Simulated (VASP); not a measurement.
Here is a VASP 6.6.1 calculation.

Contents of INCAR:

```
  ALGO = Normal
  EDIFF = 1E-6
  ENCUT = 520
  ISIF = 2
  ISMEAR = -1
  LASPH = True
  LCHARG = True
  LELF = True
  LREAL = Auto
  LVHAR = True
  LWAVE = False
  NBANDS = 66
  NELM = 80
  PREC = Accurate
  SIGMA = 0.05
```

KPOINTS

```
k-points
0
Gamma
  4 4 1
```

Contents of POSCAR:

```
Al27Au
1.0
    8.5913471416     -0.0000002887      0.0000000000
    4.2956738208      7.4403247330      0.0000000000
    0.0000000000      0.0000000000     17.6765370000
Al Au
27 1
Direct
    0.1111111061      0.1111111078      0.0565721700
    0.4444444444      0.1111111111      0.0565721700
    0.7777777861      0.1111111078      0.0565721700
    0.1111111061      0.4444444528      0.0565721700
    0.4444444411      0.4444444528      0.0565721700
    0.7777777778      0.4444444444      0.0565721700
    0.1111111111      0.7777777778      0.0565721700
    0.4444444411      0.7777777728      0.0565721700
    0.7777777861      0.7777777728      0.0565721700
   -0.1110707749      0.2221415498      0.1837367825
    0.2233167512      0.2216749578      0.1881670691
    0.5550082911      0.2216749578      0.1881670691
   -0.1110707749      0.5555958918      0.1837367825
    0.2215906259      0.5568187481      0.1825696451
    0.5554748831      0.5555958918      0.1837367825
   -0.1098479186      0.8882572926      0.1825696451
    0.2215906259      0.8882572926      0.1825696451
    0.5550082911      0.8899834178      0.1881670691
   -0.0010807709      0.0021615418      0.3108871703
    0.3200222022     -0.0133111312      0.3143866680
    0.6932889290     -0.0133111312      0.3143866680
   -0.0009416859      0.3338041763      0.3125810129
    0.3200222022      0.3599555957      0.3143866680
    0.6671375096      0.3338041763      0.3125810129
   -0.0010807709      0.6655858958      0.3108871703
    0.3354948752      0.6655858958      0.3108871703
    0.6671375096      0.6657249807      0.3125810129
    0.4444444444      1.1111111111      0.4054861475
```

Potentials or basis: VASP PAW LDA potentials, release 64 (Al, Au).

Launch:

```sh
$ cat potpaw_LDA.64/Al/POTCAR potpaw_LDA.64/Au/POTCAR > POTCAR
$ mpirun -np 1 vasp_std > vasp.out
```

Problem. Estimate the band gap on the k mesh.

Solution. Zero (bands 46 and 47 overlap by 0.43 eV).

Problem. What does it give for the largest force?

Solution. 0.108 eV/Å.

Forces on the atoms (eV/Å):
```
Al   0.042  0.006  0.005
Al   0.000  0.000  0.108
Al  -0.042  0.006  0.005
Al   0.016 -0.039  0.005
Al  -0.016 -0.039  0.005
Al   0.000  0.000 -0.107
Al   0.000  0.000 -0.074
Al   0.026  0.034  0.005
Al  -0.026  0.034  0.005
Al   0.000 -0.002  0.001
Al  -0.001  0.001  0.001
Al   0.001  0.001  0.001
Al   0.001  0.001  0.001
Al   0.000  0.006  0.000
Al  -0.001  0.001  0.001
Al   0.005 -0.003  0.000
Al  -0.005 -0.003  0.000
Al   0.000 -0.001  0.001
Al   0.000 -0.006  0.003
Al  -0.008 -0.005 -0.006
Al   0.008 -0.005 -0.006
Al  -0.002  0.001  0.004
Al   0.000  0.009 -0.006
Al   0.002  0.001  0.004
Al   0.006  0.003  0.003
Al  -0.006  0.003  0.003
Al   0.000 -0.002  0.004
Au   0.000  0.000  0.035
```

Caveat: spin-orbit coupling is left out, which moves the levels of the heavy elements.
